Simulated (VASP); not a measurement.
Runs of VASP 6.6.1 on Ge. The structure is that of space group Fd-3m (No. 227), or close to it. The cells are those of the table. 

| task | spin | cell | k mesh | cutoff (eV) | gap on the mesh (eV) | pressure (GPa) |
| --- | --- | --- | --- | --- | --- | --- |
| single point | off | a = 4.064 Å, angles 60.0°, 2 atoms | 9 × 9 × 9 | 520 | none | (c) |
| single point | off | a = 4.227 Å, angles 60.0°, 2 atoms | 9 × 9 × 9 | 520 | none | -3.7 |
| single point | off | a = 4.120 Å, angles 60.0°, 2 atoms | 9 × 9 × 9 | 520 | none | (d) |
| single point | off | a = 4.120 Å, angles 60.0°, 2 atoms | 5 × 5 × 5 | 520 | none | -0.1 |
| single point | non-collinear, zero start, SOC | a = 4.120 Å, angles 60.0°, 2 atoms | 7 × 7 × 7 | 520 | - | -0.3 |
| relaxation of cell and atoms | off | relaxed from a = 4.000 Å, angles 60.0°, 2 atoms | 5 × 5 × 5 | 600 | none | 0.0 |
| single point | off | a = 4.007 Å, angles 60.0°, 2 atoms | 9 × 9 × 9 | 520 | 0.11 | 4.9 |
| single point | off | a = 3.948 Å, angles 60.0°, 2 atoms | 9 × 9 × 9 | 520 | (a) | (b) |
| single point | off | a = 4.174 Å, angles 60.0°, 2 atoms | 9 × 9 × 9 | 520 | none | -2.2 |
| single point | off | a = 4.279 Å, angles 60.0°, 2 atoms | 9 × 9 × 9 | 520 | none | -4.8 |

Alike in all rows: level RPBE; potentials or basis VASP PAW PBE potentials, release 64 (Ge_d); smearing fermi-dirac 0.05 eV.

Task: Estimate the missing entries.

Result: (a) 0.42; (b) 8.7; (c) 1.9; (d) -0.4.

Caveats: some runs use coarse meshes; the PAW data sets were made with another functional, which shifts forces and pressure a little.

A k mesh can miss the band edges, and rows without SOC leave out spin-orbit coupling on Ge.

A gap of «none» marks levels without a gap at the run's occupations.
